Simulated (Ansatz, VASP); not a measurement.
One calculation of HF, two programs

```
CELL_PARAMETERS angstrom
5.46479 0.00000 0.00000
0.00000 5.46479 0.00000
0.00000 0.00000 5.46479
ATOMIC_POSITIONS crystal
F 0.03693 0.09324 0.05213
F 0.46164 0.69233 0.59414
F 0.74967 0.22127 0.75703
F 0.80966 0.98337 0.40051
F 0.17757 0.34556 0.48747
F 0.64664 0.52226 0.19615
H 0.91751 0.15203 0.92164
H 0.56700 0.67820 0.45466
H 0.78373 0.13429 0.59587
H 0.91470 0.03884 0.25418
H 0.27868 0.47969 0.53851
H 0.52310 0.48796 0.08074
```

Alike in both runs: functional PBEsol; k mesh 1 × 1 × 1; occupations fermi-dirac, width 0.02 eV; no spin polarisation.

Ansatz relaxed the structure, and its values are those at the end. VASP's run is a single point on that final structure, the one shown.

|  | VASP | Ansatz |
| --- | --- | --- |
| version | VASP 6.6.1 | Ansatz 0.2.0 |
| potentials or method | VASP PAW PBE potentials, release 64 (F_h, H_h), cutoff 910 eV | scalar-relativistic, plane waves, PAW |
| valence electrons in the cell | 48 | 48 |

```tsv
	VASP	Ansatz	Ansatz less VASP
gap on the k mesh at the Fermi level (eV)	6.70	6.70	+0.002
rms of the force components (eV/Å)	0.049	0.051	+0.0010
```

VASP's potentials were made for PBE, not for PBEsol. Ansatz's warnings: xc potential rough in thin density.

Noted on VASP's run: the cutoff is short for stress, so the pressure is rough.
